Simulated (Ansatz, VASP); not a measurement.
# Two plane-wave programs on Ga

File INCAR:

```
PREC = Accurate
ENCUT = 520
EDIFF = 1E-7
ISMEAR = 0
SIGMA = 0.05
LREAL = False
LASPH = True
NELM = 60
ALGO = Normal
ISIF = 2
LWAVE = False
LCHARG = False
GGA = PE
NBANDS = 12
```

File KPOINTS:

```
Automatic mesh
0
Gamma
  8 8 8
```

File POSCAR:

```
Ga
1.0
   -1.6880551762      1.6880551762      1.6880551762
    1.6880551762     -1.6880551762      1.6880551762
    1.6880551762      1.6880551762     -1.6880551762
Ga
1
Direct
    0.0000000000      0.0000000000      0.0000000000
```

Input for Ansatz:

```yaml
crystal:
  lattice:
    - [-1.6880551762, 1.6880551762, 1.6880551762]
    - [1.6880551762, -1.6880551762, 1.6880551762]
    - [1.6880551762, 1.6880551762, -1.6880551762]
  atoms:
    - { symbol: Ga, position: [0.0, 0.0, 0.0] }
basis:
  ecutwfc: 420
  ecutrho_ratio: 4
kpoints:
  mp_grid: { grid: [8, 8, 8] }
hamiltonian:
  xc: pbe
scf:
  occupations: { method: gaussian, width: 0.05 }
output:
  forces: true
  stress: true
  eigenvalues: true
```

Alike in both runs: task single point; functional PBE; k mesh 8 × 8 × 8; occupations gaussian, width 0.05 eV; no spin polarisation.

|  | VASP | Ansatz |
| --- | --- | --- |
| version | VASP 6.6.1 | Ansatz 0.2.0 |
| potentials or method | VASP PAW PBE potentials, release 64 (Ga_d), cutoff 520 eV | scalar-relativistic, plane waves, PAW |
| valence electrons in the cell | 13 | 13 |

```csv
,VASP,Ansatz,Ansatz less VASP
gap on the k mesh at the Fermi level (eV),none,none,-
pressure (GPa),0.1,0.0,-0.06
```

A gap of «none» marks a metal or a gap that the smearing closes. The functional is the same, so the differences come from potentials, cutoffs and numerics.
